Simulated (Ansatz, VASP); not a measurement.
Sn3TeO2 in VASP and in Ansatz

INCAR

```
SYSTEM = Sn3TeO2
ALGO = Normal
EDIFF = 1E-6
EDIFFG = -0.01
ENCUT = 600
GGA = PE
IBRION = 2
ISIF = 3
ISMEAR = 0
LASPH = .TRUE.
LCHARG = .FALSE.
LREAL = .FALSE.
LWAVE = .FALSE.
NELM = 100
NSW = 100
PREC = Accurate
SIGMA = 0.1
```

Contents of KPOINTS:

```
k-points
0
G
  12 12 4
  0 0 0
```

Contents of POSCAR:

```
Sn3TeO2
1.0
    3.1309184677      0.0000000000      0.0000000000
    0.0000000000      3.1309184677      0.0000000000
    0.0000000000      0.0000000000     13.5554038015
Sn Te O
3 1 2
Direct
    0.5000000000      0.5000000000      0.2323792806
    0.5000000000      0.5000000000      0.5000000000
    0.5000000000      0.5000000000      0.7676207194
    0.0000000000      0.0000000000      0.0000000000
    0.0000000000      0.0000000000      0.2998694984
    0.0000000000      0.0000000000      0.7001305016
```

Input for Ansatz:

```yaml
crystal:
  lattice:
    - [3.1309184677, 0.0, 0.0]
    - [0.0, 3.1309184677, 0.0]
    - [0.0, 0.0, 13.5554038015]
  atoms:
    - { symbol: Sn, position: [0.5, 0.5, 0.2323792806] }
    - { symbol: Sn, position: [0.5, 0.5, 0.5] }
    - { symbol: Sn, position: [0.5, 0.5, 0.7676207194] }
    - { symbol: Te, position: [0.0, 0.0, 0.0] }
    - { symbol: O, position: [0.0, 0.0, 0.2998694984] }
    - { symbol: O, position: [0.0, 0.0, 0.7001305016] }
basis:
  ecutwfc: 420
kpoints:
  mp_grid: { grid: [12, 12, 4] }
hamiltonian:
  xc: pbe
scf:
  occupations: { method: gaussian, width: 0.1 }
output:
  forces: true
  stress: true
  eigenvalues: true
relax:
  adjacent_minimum: "off"
  f_tol: 0.01
  max_steps: 80
  cell: { stress_tol: 0.05 }
```

Change from the starting cell: species swapped into the Al3Ni2Pt type (P4/mmm, No. 123).

Alike in both runs: task relaxation of cell and atoms; functional PBE; k mesh 12 × 12 × 4; occupations gaussian, width 0.1 eV; no spin polarisation.

|  | VASP | Ansatz |
| --- | --- | --- |
| version | VASP 6.6.1 | Ansatz 0.2.0 |
| potentials or method | VASP PAW PBE potentials, release 64 (Sn_d, Te, O), cutoff 600 eV | scalar-relativistic, plane waves, PAW |
| valence electrons in the cell | 60 | 70 |

|  | VASP | Ansatz | Ansatz less VASP |
| --- | --- | --- | --- |
| gap on the k mesh at the Fermi level, each at its own relaxed structure (eV) | none | none | - |
| relaxed volume (Å³/atom) | 22.12 | 22.15 | +0.025 |
| relaxed cell length with the largest relative difference (Å) | 13.524 | 13.555 | +0.0310 |

A gap of «none» marks a metal or a gap that the smearing closes. VASP's potentials hold 60 valence electrons a cell and Ansatz's 70, so a difference there can come from the potentials and not from the codes.

Spin-orbit coupling is off throughout.
